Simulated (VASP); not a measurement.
Input of a VASP 6.6.1 run:

File POSCAR:

```
Si16Au
1.0
    0.0000000000      5.4437023800     -5.4437023800
    5.4437023800      5.4437023800      0.0000000000
    5.4437023800      0.0000000000     -5.4437023800
Si Au
16 1
Direct
    0.1486320235      0.1224895216      0.1266170433
    0.1494914570      0.6016835182      0.1264839537
    0.5792996714      0.1423259293      0.1359820850
    0.6553644470      0.6340719531      0.0760001137
    0.1060976445      0.1118892911      0.6697847798
    0.1396548611      0.6229786758      0.6140318237
    0.6230479301      0.1361768973      0.6177135092
    0.6227881804      0.6226671231      0.6177175505
    0.2891845274      0.7342512909      0.2424047841
    0.2126585767      0.2432238039      0.3006073598
    0.7229535572      0.7525767785      0.2484406578
    0.7237386846      0.2752874598      0.2485161579
    0.2519521466      0.7394211180      0.7561374985
    0.2521780957      0.2521079229      0.7560024801
    0.7663916410      0.7633773322      0.7063213107
    0.7318624756      0.2520214009      0.7635914328
   -0.0620968004     -0.0556100387      0.1722258923
```

File INCAR.step1:

```
SYSTEM = Si16Au
PREC = Accurate
ENCUT = 520
ISMEAR = 0
SIGMA = 0.02
LREAL = Auto
LASPH = .True.
NELM = 100
NELECT = 74.0
NBANDS = 52
GGA = PE
ALGO = Normal
EDIFF = 1E-4
LWAVE = .True.
LCHARG = .False.
```

The input INCAR.step2:

```
SYSTEM = Si16Au
PREC = Accurate
ENCUT = 520
EDIFF = 1E-6
ISMEAR = 0
SIGMA = 0.02
LREAL = Auto
LASPH = .True.
NELM = 100
ALGO = Normal
ISIF = 2
LWAVE = .False.
LCHARG = .True.
METAGGA = R2SCAN
LMIXTAU = .True.
LELF = .True.
LVHAR = .True.
NELECT = 74.0
NBANDS = 52
ISTART = 1
```

File KPOINTS:

```
Automatic mesh
0
Gamma
  2 2 2
  0 0 0
```

Potentials or basis: VASP PAW PBE potentials, release 64 (Si, Au).

Launch:

```sh
$ cat potpaw_PBE.64/Si/POTCAR potpaw_PBE.64/Au/POTCAR > POTCAR
$ cp INCAR.step1 INCAR
$ mpirun -np 1 vasp_std > vasp.out
$ cp INCAR.step2 INCAR
$ mpirun -np 1 vasp_std > vasp.out
```

Problem. What does it give for the largest force?

Solution. 0.019 eV/Å.

Forces in eV/Å, atoms in the order of the input:
```
Si  -0.003  0.017 -0.008
Si  -0.005 -0.002 -0.010
Si  -0.005 -0.001  0.012
Si   0.010 -0.011 -0.001
Si  -0.001  0.006  0.011
Si  -0.009  0.009  0.001
Si   0.010 -0.003  0.003
Si  -0.006 -0.001  0.003
Si   0.001 -0.005  0.003
Si  -0.014  0.010  0.001
Si   0.011  0.001 -0.002
Si  -0.003  0.000  0.009
Si  -0.002  0.005  0.001
Si   0.002 -0.010  0.002
Si   0.004 -0.012 -0.011
Si   0.007  0.004 -0.014
Au   0.003 -0.006  0.000
```

Caveat: the k points lie up to 0.50 Å⁻¹ apart; the cell carries a net charge on a neutralising background, which shifts energy and pressure; the PAW data sets were made with another functional, which shifts forces and pressure a little.
